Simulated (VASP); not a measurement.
Here is a VASP 6.6.1 calculation.

File INCAR:

```
SYSTEM = GeSb4Te4
ALGO     = Normal         ! electronic algorithm
EDIFF    = 1E-7           ! SCF threshold, eV
ENCUT    = 520            ! plane-wave cutoff, eV
GGA      = PE             ! functional
ISIF     = 2              ! what is computed and relaxed
ISMEAR   = 0              ! smearing method
LASPH    = .TRUE.         ! aspherical terms in the spheres
LCHARG   = .FALSE.        ! write CHGCAR
LREAL    = .FALSE.        ! projectors in reciprocal space
LWAVE    = .FALSE.        ! write WAVECAR
NBANDS   = 39             ! bands
NELM     = 100            ! most SCF steps
PREC     = Accurate       ! precision mode
SIGMA    = 0.03           ! smearing width, eV
```

File KPOINTS:

```
k-points
0
G
  9 9 2
  0 0 0
```

The input POSCAR:

```
GeSb4Te4
1.0
   -4.3299846501      0.0000000000      0.0000000000
   -2.1649923251     -3.7498767050      0.0000000000
    0.0000000000      0.0000000000     18.1486093019
Ge Sb Te
1 4 4
Direct
    0.0000000000      0.0000000000      0.3704547055
    0.3333333333      0.3333333333      0.8995637972
    0.6666666667      0.6666666667      0.8137952934
    0.6666666667      0.6666666667      0.1669874553
    0.3333333333      0.3333333333      0.5739219556
    0.3333333333      0.3333333333      0.2776037309
    0.6666666667      0.6666666667      0.4633056801
    1.0000000000      1.0000000000      0.0728527342
    0.0000000000      0.0000000000      0.6680566767
```

Potentials or basis: VASP PAW PBE potentials, release 64 (Ge_d, Sb, Te).

The run is started by

```sh
$ cat potpaw_PBE.64/Ge_d/POTCAR potpaw_PBE.64/Sb/POTCAR potpaw_PBE.64/Te/POTCAR > POTCAR
$ mpirun -np 1 vasp_std > vasp.out
```

Q: Estimate the pressure.

A: -0.3 GPa.

Q: Predict the band gap on the k mesh.

A: 0.15 eV, indirect (least direct gap 0.19 eV).

Forces in eV/Å, atoms in the order of the input:
```
Ge   0.000  0.000 -0.012
Sb   0.000  0.000  0.096
Sb   0.000  0.000 -0.031
Sb   0.000  0.000 -0.048
Sb   0.000  0.000 -0.028
Te   0.000  0.000 -0.011
Te   0.000  0.000  0.031
Te   0.000  0.000 -0.023
Te   0.000  0.000  0.025
```

Caveat: spin-orbit coupling is left out, which moves the levels of the heavy elements; this functional lacks dispersion, which binds the layers, so the pressure and a relaxed spacing across them are unreliable. A k mesh can miss the band edges.
